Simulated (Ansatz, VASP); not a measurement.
# Co: VASP beside Ansatz

```
CELL_PARAMETERS angstrom
4.34293 0.00000 0.00000
0.00000 4.34293 0.00000
0.00000 0.00000 4.34293
ATOMIC_POSITIONS crystal
Co 0.00000 0.00000 0.00000
Co 0.50000 0.50000 0.50000
Co 0.25000 0.00000 0.50000
Co 0.75000 0.00000 0.50000
Co 0.50000 0.25000 0.00000
Co 0.50000 0.75000 0.00000
Co 0.00000 0.50000 0.25000
Co 0.00000 0.50000 0.75000
```

Alike in both runs: task single point; functional LDA; k mesh 8 × 8 × 8; occupations fermi-dirac, width 0.05 eV; collinear spin.

|  | VASP | Ansatz |
| --- | --- | --- |
| version | VASP 6.6.1 | Ansatz 0.2.0 |
| potentials or method | VASP PAW LDA potentials, release 64 (Co), cutoff 520 eV | plane waves (420 eV) with PAW, scalar-relativistic |
| valence electrons in the cell | 72 | 136 |

Ansatz gave:

- net moment per atom (μB): 1.60
- size of the moment on the site where the two differ most (μB): 1.58

Problem. Which values does VASP return?

Solution. net moment per atom (μB): 1.57; size of the moment on the site where the two differ most (μB): 1.50.

Ansatz warns that its potentials were made for another functional, while VASP's fit it. LDA's correlation is that of Perdew and Zunger in VASP and of Perdew and Wang (1992) in Ansatz. Site moments also hang on the region over which each program counts them. VASP's potentials hold 72 valence electrons a cell and Ansatz's 136, so a difference there can come from the potentials and not from the codes.
